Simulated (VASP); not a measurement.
# Y (Fm-3m) in VASP: settings compared

The runs below take Y through single point, with PBEsol, PBEsol+D4.

All numbers are computed with VASP 6.6.1; they aren't measurements. Logs are shortened: lines on timing, memory, paths and dates and some standing lists are left out, and cuts for length are marked.

**1. The cell of the first run**

It takes space group Fm-3m (No. 225, cubic). Conventional cell: a = 5.104 Å, b = 5.104 Å, c = 5.104 Å, α = 90.00°, β = 90.00°, γ = 90.00°. Within 4.7 Å of Y (site symmetry m-3m) lie 12 Y at 3.61 Å.

This isn't the form of Y at room conditions, which is hcp.

**2. Single point, PBEsol**

The input, POSCAR:

```
Y
1.0
    0.0000000000      2.5519910612      2.5519910612
    2.5519910612      0.0000000000      2.5519910612
    2.5519910612      2.5519910612      0.0000000000
Y
1
Direct
    0.0000000000      0.0000000000      0.0000000000
```

The input, INCAR.step1:

```
ALGO = Normal ; EDIFF = 1E-6
ENCUT = 410 ; GGA = PS
GGA_COMPAT = False ; ISMEAR = 1
LASPH = True ; LCHARG = True
LMAXMIX = 4 ; LREAL = False
LWAVE = False ; NBANDS = 20
NELM = 120 ; PREC = Accurate
SIGMA = 0.1
```

The input, KPOINTS.step1:

```
k-points
0
Gamma
  10 10 10
```

The input, INCAR.step2:

```
ALGO = Normal ; EDIFF = 1E-6
EMAX = 10.8545 ; EMIN = -14.1455
ENCUT = 410 ; GGA = PS
GGA_COMPAT = False ; ICHARG = 11
ISMEAR = -5 ; LASPH = True
LCHARG = False ; LMAXMIX = 4
LORBIT = 11 ; LREAL = False
LWAVE = False ; NBANDS = 20
NEDOS = 4001 ; NELM = 120
PREC = Accurate
```

The input, KPOINTS.step2:

```
Automatic mesh
0
Gamma
  27 27 27
  0 0 0
```

Potentials or basis: VASP PAW PBE potentials, release 64 (Y_sv).

On the command line:

```bash
> cat potpaw_PBE.64/Y_sv/POTCAR > POTCAR
> cp INCAR.step1 INCAR
> cp KPOINTS.step1 KPOINTS
> mpirun -np 1 vasp_std > vasp.out
> cp INCAR.step2 INCAR
> cp KPOINTS.step2 KPOINTS
> mpirun -np 1 vasp_std > vasp.out
```

OUTCAR:

```text
EDIFF = 1E-6
   EMIN = -14.1455
   ENCUT = 410
   GGA = PS
   ICHARG = 11
   ISMEAR = -5
   LASPH = True
   LORBIT = 11
   LREAL = False
   NELM = 120
   PREC = Accurate

 ion  position               nearest neighbor table
   1  0.000  0.000  0.000-

  LATTYP: Found a face centered cubic cell.
 ALAT       =     5.1039821224

  Lattice vectors:

 A1 = (   0.0000000000,   2.5519910612,   2.5519910612)
 A2 = (   2.5519910612,   0.0000000000,   2.5519910612)
 A3 = (   2.5519910612,   2.5519910612,   0.0000000000)

Analysis of symmetry for initial positions (statically):
=====================================================================
 Subroutine PRICEL returns:
 Original cell was already a primitive cell.

 Routine SETGRP: Setting up the symmetry group for a
 face centered cubic supercell.

 Subroutine GETGRP returns: Found 48 space group operations
 (whereof 48 operations were pure point group operations)
 out of a pool of 48 trial point group operations.

The static configuration has the point symmetry O_h .

Analysis of symmetry for dynamics (positions and initial velocities):
=====================================================================
 Subroutine PRICEL returns:
 Original cell was already a primitive cell.

 Routine SETGRP: Setting up the symmetry group for a
 face centered cubic supercell.

 Subroutine GETGRP returns: Found 48 space group operations
 (whereof 48 operations were pure point group operations)
 out of a pool of 48 trial point group operations.

The dynamic configuration has the point symmetry O_h .

 Subroutine INISYM returns: Found 48 space group operations
 (whereof 48 operations are pure point group operations),
 and found     1 'primitive' translations

----------------------------------------------------------------------------------------

                                     Primitive cell

  volume of cell :      33.2405

  direct lattice vectors                    reciprocal lattice vectors
     0.000000000  2.551991061  2.551991061    -0.195925451  0.195925451  0.195925451
     2.551991061  0.000000000  2.551991061     0.195925451 -0.195925451  0.195925451
     2.551991061  2.551991061  0.000000000     0.195925451  0.195925451 -0.195925451

  length of vectors
     3.609060370  3.609060370  3.609060370     0.339352836  0.339352836  0.339352836

  position of ions in fractional coordinates (direct lattice)
     0.000000000  0.000000000  0.000000000

  ion indices of the primitive-cell ions
   primitive index   ion index
                 1           1

----------------------------------------------------------------------------------------

 KPOINTS: Automatic mesh

Automatic generation of k-mesh.
 Grid dimensions read from file:
 generate k-points for:   27   27   27

 Generating k-lattice:

  Cartesian coordinates                     Fractional coordinates (reciprocal lattice)
    -0.007256498  0.007256498  0.007256498     0.037037037  0.000000000  0.000000000
     0.007256498 -0.007256498  0.007256498     0.000000000  0.037037037  0.000000000
     0.007256498  0.007256498 -0.007256498     0.000000000  0.000000000  0.037037037

  Length of vectors
     0.012568624  0.012568624  0.012568624

  Shift w.r.t. Gamma in fractional coordinates (k-lattice)
     0.000000000  0.000000000  0.000000000

 TETIRR: Found   2653 inequivalent tetrahedra from   118098

 Subroutine IBZKPT returns following result:
 ===========================================

 Found    560 irreducible k-points:

 Following reciprocal coordinates:
            Coordinates               Weight
  0.000000  0.000000  0.000000      1.000000
  0.037037  0.000000  0.000000      8.000000
  0.074074  0.000000  0.000000      8.000000
  0.111111  0.000000  0.000000      8.000000
  0.148148  0.000000  0.000000      8.000000
  0.185185  0.000000  0.000000      8.000000
[... 16 lines left out ...]
  0.333333  0.037037  0.000000     24.000000
  0.370370  0.037037  0.000000     24.000000
 [... further k-points ...]
   k-points           NKPTS =    560   k-points in BZ     NKDIM =    560   number of bands    NBANDS=     20
   number of dos      NEDOS =   4001   number of ions     NIONS =      1
   total plane-waves  NPLWV =  13824
   dimension x,y,z NGX =    24 NGY =   24 NGZ =   24
   dimension x,y,z NGXF=    48 NGYF=   48 NGZF=   48
   ions per type =               1
   NGX,Y,Z   is equivalent  to a cutoff of  11.06, 11.06, 11.06 a.u.
   NGXF,Y,Z  is equivalent  to a cutoff of  22.11, 22.11, 22.11 a.u.
 SYSTEM =  unknown system
   PREC   = accura    normal or accurate (medium, high low for compatibility)
   ISTART =      0    job   : 0-new  1-cont  2-samecut
   ICHARG =     11    charge: 1-file 2-atom 10-const
   ISPIN  =      1    spin polarized calculation?
   LNONCOLLINEAR =      F non collinear calculations
   LSORBIT =      F    spin-orbit coupling
   LASPH  =      T    aspherical Exc in radial PAW
   ENCUT  =  410.0 eV  30.13 Ry    5.49 a.u.   5.96  5.96  5.96*2*pi/ulx,y,z
   NELM   =    120;   NELMIN=  2; NELMDL=  0     # of ELM steps
   EDIFF  = 0.1E-05   stopping-criterion for ELM
   LREAL  =      F    real-space projection
   EDIFFG = 0.1E-04   stopping-criterion for IOM
   NSW    =      0    number of steps for IOM
   IBRION =     -1    ionic relax: 0-MD 1-quasi-New 2-CG
   NFREE  =      0    steps in history (QN), initial steepest desc. (CG)
   ISIF   =      2    stress and relaxation
   ISYM   =      2    0-nonsym 1-usesym 2-fastsym
   POTIM  = 0.5000    time-step for ionic-motion
   TEBEG  =    0.0;   TEEND  =   0.0 temperature during run

   SCALEE = 1.0000    scale energy and forces
   PSTRESS=    0.0 pullay stress
   NELECT =      11.0000    total number of electrons
   NUPDOWN=      -1.0000    fix difference up-down
   EMIN   = -14.15;   EMAX   = 10.85  energy-range for DOS
   EFERMI =   0.00;   METHOD = LEGACY
   ISMEAR =    -5;   SIGMA  =   0.20  broadening in eV -4-tet -1-fermi 0-gaus
   EFERMI_NEDOS =   21; number of points for ismear=-14 and -15
   IALGO  =     38    algorithm
   IMIX   =      4    mixing-type and parameters
     AMIX     =   0.40;   BMIX     =  1.00
     AMIX_MAG =   1.60;   BMIX_MAG =  1.00
  volume/ion in A,a.u.               =      33.24       224.32
  Fermi-wavevector in a.u.,A,eV,Ry     =   1.132357  2.139844 17.445821  1.282232
  Thomas-Fermi vector in A             =   2.269058
   LORBIT       =     11    0 simple, 1 ext, 2 COOP (PROOUT), +10 PAW based schemes
   GGA     = PS    functional components
   LHFCALC =     F    Hartree Fock is set to
   AEXX    =    0.0000 exact exchange contribution
   IVDW    =     0    specifies the selected vdW correction
   LEPSILON=     F    determine dielectric tensor
   LRPA    =     F    only Hartree local field effects (RPA)

   CSHIFT  =0.1000    complex shift for real part using Kramers Kronig

   OMEGAMAX=  -1.0    maximum frequency
 non-spin polarized calculation
 Fermi weights with tetrahedron method with Bloechl corrections
  energy-cutoff  :      410.00
  volume of cell :       33.24
 maximum number of plane-waves:       638

 number of electron      10.9999999 magnetization

 Free energy of the ion-electron system (eV)
  ---------------------------------------------------
  ext. energy  EPLUGINS =         0.00000000
  ---------------------------------------------------
  free energy    TOTEN  =        -6.77722148 eV

  energy without entropy =       -6.77722148  energy(sigma->0) =       -6.77722148

 E-fermi :   2.8810     XC(G=0):  -9.4836

 val. band max:        2.8916956346   @ k =  -0.2593   0.4074   0.1852
 cond. band min:       2.8812565446   @ k =   0.4815   0.2222   0.0741
 fundamental gap:     -0.0104390899
 Fermi energy:         2.8810042428

 k-point     1 :       0.0000    0.0000    0.0000
  band No.  band energies     occupation
      1     -39.7574      2.00000
      2     -19.4872      2.00000
      3     -19.4872      2.00000
      4     -19.4872      2.00000
      5      -1.8572      2.00000
      6       4.6365      0.00000
[... 9 lines left out ...]
     16      23.8679      0.00000
     17      23.8679      0.00000

 k-point     2 :       0.0370    0.0000    0.0000
  band No.  band energies     occupation
      1     -39.7566      2.00000
      2     -19.4948      2.00000
      3     -19.4882      2.00000
      4     -19.4882      2.00000
      5      -1.8234      2.00000
      6       4.5973      0.00000
[... 9 lines left out ...]
     16      23.1793      0.00000
     17      23.5714      0.00000

 k-point     3 :       0.0741    0.0000    0.0000
  band No.  band energies     occupation
      1     -39.7542      2.00000
      2     -19.5171      2.00000
      3     -19.4910      2.00000
      4     -19.4910      2.00000
      5      -1.7230      2.00000
      6       4.4864      0.00000
[... 9 lines left out ...]
     16      22.1781      0.00000
     17      22.9401      0.00000

 k-point     4 :       0.1111    0.0000    0.0000
  band No.  band energies     occupation
      1     -39.7504      2.00000
      2     -19.5527      2.00000
      3     -19.4956      2.00000
      4     -19.4956      2.00000
      5      -1.5592      2.00000
      6       4.3217      0.00000
[... 9 lines left out ...]
     16      21.3062      0.00000
     17      22.1593      0.00000
[... 343 lines left out ...]
      1     -39.7207      2.00000
      2     -19.8174      2.00000
      3     -19.5370      2.00000
      4     -19.5291      2.00000
      5      -0.1734      2.00000
      6       3.4427      0.00000
[... 9 lines left out ...]
     16      18.6031      0.00000
     17      18.9315      0.00000

 k-point    23 :       0.3333    0.0370    0.0000
  band No.  band energies     occupation
      1     -39.7141      2.00000
      2     -19.8743      2.00000
      3     -19.5443      2.00000
      4     -19.5374      2.00000
      5       0.1531      2.00000
      6       3.3466      0.00000
[... 9 lines left out ...]
     16      18.9881      0.00000
     17      19.4543      0.00000

 k-point    24 :       0.3704    0.0370    0.0000
  band No.  band energies     occupation
      1     -39.7082      2.00000
      2     -19.9247      2.00000
      3     -19.5505      2.00000
      4     -19.5452      2.00000
      5       0.4436      2.00000
      6       3.3054      0.00000
[... 9 lines left out ...]
     16      19.5895      0.00000
     17      20.1436      0.00000

 [... further k-points ...]

 [bands above 17 left out]

------------------------ aborting loop because EDIFF is reached ----------------------------------------

  FORCE on cell =-STRESS in cart. coord.  units (eV):
  Direction    XX          YY          ZZ          XY          YZ          ZX
  --------------------------------------------------------------------------------------
  -------------------------------------------------------------------------------------
  Total       -0.6408562     -0.6408562     -0.6408562      0.0000000      0.0000000      0.0000000
  in kB      -30.8889912    -30.8889912    -30.8889912      0.0000000      0.0000000      0.0000000
  external PRESSURE =     -30.8889912 kB  Pullay stress =       0.0000000 kB

 VOLUME and BASIS-vectors are now :
 -----------------------------------------------------------------------------
  energy-cutoff  :      410.00
  volume of cell :       33.24
      direct lattice vectors                 reciprocal lattice vectors
     0.000000000  2.551991061  2.551991061    -0.195925451  0.195925451  0.195925451
     2.551991061  0.000000000  2.551991061     0.195925451 -0.195925451  0.195925451
     2.551991061  2.551991061  0.000000000     0.195925451  0.195925451 -0.195925451

 POSITION                                       TOTAL-FORCE (eV/Angst)
 -----------------------------------------------------------------------------------
      0.00000      0.00000      0.00000         0.000000      0.000000      0.000000
 -----------------------------------------------------------------------------------
    total drift:                               -0.000000      0.000000     -0.000000

  FREE ENERGIE OF THE ION-ELECTRON SYSTEM (eV)
  ---------------------------------------------------
  free  energy   TOTEN  =        -6.7772214764 eV

  energy  without entropy=       -6.7772214764  energy(sigma->0) =       -6.77722148

 total charge

# of ion       s       p       d       f       tot
--------------------------------------------------
    1        2.281   6.194   0.933   0.006   9.413
```

It took 59 s on 1 thread of Intel Xeon Platinum 8488C (Sapphire Rapids), shared host; peak memory 0.33 GiB.

What came out:

```
Valence electrons inside the program's atomic spheres : Y 9.41
Density of states at the Fermi level                  : 1.65 states/eV/atom
```

Caveat: the PAW data sets were made with another functional, which shifts forces and pressure a little; tetrahedron occupations give inexact forces and stress in metals.

**3. Single point, PBEsol+D4, collinear spin**

This run uses another cell than the first one, of 35.90 Å³/atom.

The input, POSCAR:

```
Y
1.0
    3.7028438535      0.0000000000      0.0000000000
    1.8514219268      3.2067568434      0.0000000000
    1.8514219268      1.0689189478      3.0233593461
Y
1
Direct
    0.0000000000      0.0000000000      0.0000000000
```

The input, INCAR.step1:

```
SYSTEM = Y
PREC     = Accurate       ! precision mode
ENCUT    = 520            ! plane-wave cutoff, eV
EDIFF    = 1E-7           ! SCF threshold, eV
ISMEAR   = -4             ! smearing method
SIGMA    = 0.05           ! smearing width, eV
LREAL    = .FALSE.        ! projectors in reciprocal space
LASPH    = .TRUE.         ! aspherical terms in the spheres
NELM     = 150            ! most SCF steps
ALGO     = Fast           ! electronic algorithm
ISIF     = 2              ! what is computed and relaxed
LWAVE    = .FALSE.        ! write WAVECAR
LCHARG   = .TRUE.         ! write CHGCAR
ISPIN    = 2              ! spin polarisation
MAGMOM   = 0.5            ! initial moments
LMAXMIX  = 4              ! l up to which the mixer works
GGA      = PS             ! functional
IVDW     = 13             ! dispersion correction
NBANDS   = 16             ! bands
```

The input, KPOINTS.step1:

```
regular mesh
0
G
  9 9 9
  0 0 0
```

The input, INCAR.step2:

```
SYSTEM = Y
PREC     = Accurate       ! precision mode
ENCUT    = 520            ! plane-wave cutoff, eV
EDIFF    = 1E-7           ! SCF threshold, eV
ISMEAR   = -5             ! smearing method
SIGMA    = 0.05           ! smearing width, eV
LREAL    = .FALSE.        ! projectors in reciprocal space
LASPH    = .TRUE.         ! aspherical terms in the spheres
NELM     = 150            ! most SCF steps
ALGO     = Fast           ! electronic algorithm
ISIF     = 2              ! what is computed and relaxed
LWAVE    = .FALSE.        ! write WAVECAR
LCHARG   = .FALSE.        ! write CHGCAR
ISPIN    = 2              ! spin polarisation
MAGMOM   = 0.5            ! initial moments
LORBIT   = 11             ! projections on sites
LMAXMIX  = 4              ! l up to which the mixer works
GGA      = PS             ! functional
IVDW     = 13             ! dispersion correction
NBANDS   = 16             ! bands
NEDOS    = 2001           ! points of the DOS
ICHARG   = 11             ! starting density
```

The input, KPOINTS.step2:

```
regular mesh
0
G
  14 14 14
  0 0 0
```

Potentials or basis: VASP PAW PBE potentials, release 64 (Y_sv).

On the command line:

```bash
> cat potpaw_PBE.64/Y_sv/POTCAR > POTCAR
> cp INCAR.step1 INCAR
> cp KPOINTS.step1 KPOINTS
> mpirun -np 1 vasp_std > vasp.out
> cp INCAR.step2 INCAR
> cp KPOINTS.step2 KPOINTS
> mpirun -np 1 vasp_std > vasp.out
```

It took 3.1 min on 1 thread of Intel Xeon 8259CL, shared host; peak memory 0.25 GiB.

Results (log left out):

```yaml
Net_moment: 0.00 μB per cell
Valence_electrons_inside_the_program's_atomic_spheres: Y 9.32
Dispersion_energy_per_atom: -0.130 eV
```

Levels at points of the mesh, in eV from the Fermi level:
Spin up:
| k point | band 1 | band 2 | band 3 | band 4 | band 5 | band 6 | band 7 | band 8 | band 9 | band 10 |
| --- | --- | --- | --- | --- | --- | --- | --- | --- | --- | --- |
| (0.00, 0.00, 0.00) | -42.84 | -22.62 | -22.62 | -22.62 | -4.60 | 1.67 | 1.67 | 1.67 | 3.45 | 3.45 |
| (0.50, 0.00, 0.00) | -42.80 | -23.03 | -22.67 | -22.67 | -1.87 | 0.39 | 1.53 | 1.53 | 4.73 | 4.73 |
| (0.50, 0.50, 0.00) | -42.79 | -23.00 | -22.76 | -22.76 | -1.54 | -0.71 | 1.71 | 4.73 | 5.09 | 5.09 |
Spin down:
```csv
k point,band 2,band 3,band 4,band 5,band 6,band 7,band 8,band 9
"(0.00, 0.00, 0.00)",-22.62,-22.62,-22.62,-4.60,1.67,1.67,1.67,3.45
"(0.50, 0.00, 0.00)",-23.03,-22.67,-22.67,-1.87,0.39,1.53,1.53,4.73
"(0.50, 0.50, 0.00)",-23.00,-22.76,-22.76,-1.54,-0.71,1.71,4.73,5.09
```

Caveat: the PAW data sets were made with another functional, which shifts forces and pressure a little; tetrahedron occupations give inexact forces and stress in metals.
